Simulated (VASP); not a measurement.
Crystal: GaO.

```
Ga O
1.0
     2.63633    0.00000    0.00000
     0.00000    2.63633    0.00000
     0.00000    0.00000    3.39629
Ga O
1 1
Cartesian
  0.0000 0.0000 0.0000
  1.3182 1.3182 1.6981
```

The cell was generated, and may not be a known phase.

* Program: VASP 6.6.1
* Task: relaxation of cell and atoms
* Functional: PBE
* Potentials or basis: VASP PAW PBE potentials, release 64 (Ga_d, O)
* Cutoff: 600 eV
* k mesh: 20 × 20 × 16
* Occupations: gaussian, width 0.1 eV
* Spin: no spin polarisation

At the start: pressure -3.2 GPa; volume 11.80 Å³/atom.

Task: How do energy, volume and symmetry change on relaxing?

Result: Over 7 steps the energy falls by 291.2 meV/atom and the volume is 11.39 Å³/atom (-3.5 %); space group P4/mmm (No. 123, to 0.1 Å) before, Pm-3m (No. 221, to 0.1 Å).

Step by step:
| step | energy change (eV) | largest force (eV/Å) | pressure (GPa) | volume (Å³) |
| --- | --- | --- | --- | --- |
| 1 | 0.0000 | 0.0000 | -3.24 | 23.60 |
| 2 | -0.5239 | 0.0000 | 1.21 | 22.57 |
| 3 | -0.5723 | 0.0000 | 4.22 | 22.06 |
| 4 | -0.5719 | 0.0000 | 4.48 | 22.02 |
| 5 | -0.5805 | 0.0000 | -1.34 | 23.06 |
| 6 | -0.5820 | 0.0000 | 0.20 | 22.76 |
| 7 | -0.5823 | 0.0000 | 0.04 | 22.79 |

Final structure:
```
Ga O
1.0
     2.83685    0.00000    0.00000
     0.00000    2.83685    0.00000
     0.00000    0.00000    2.83140
Ga O
1 1
Direct
  0.00000 0.00000 0.00000
  0.50000 0.50000 0.50000
```

Caveat: a cell axis changed by over 15 % at a fixed basis, so the end point is rough; an odd number of electrons without spin polarisation forces a metal; a magnetic or distorted state may lie lower.
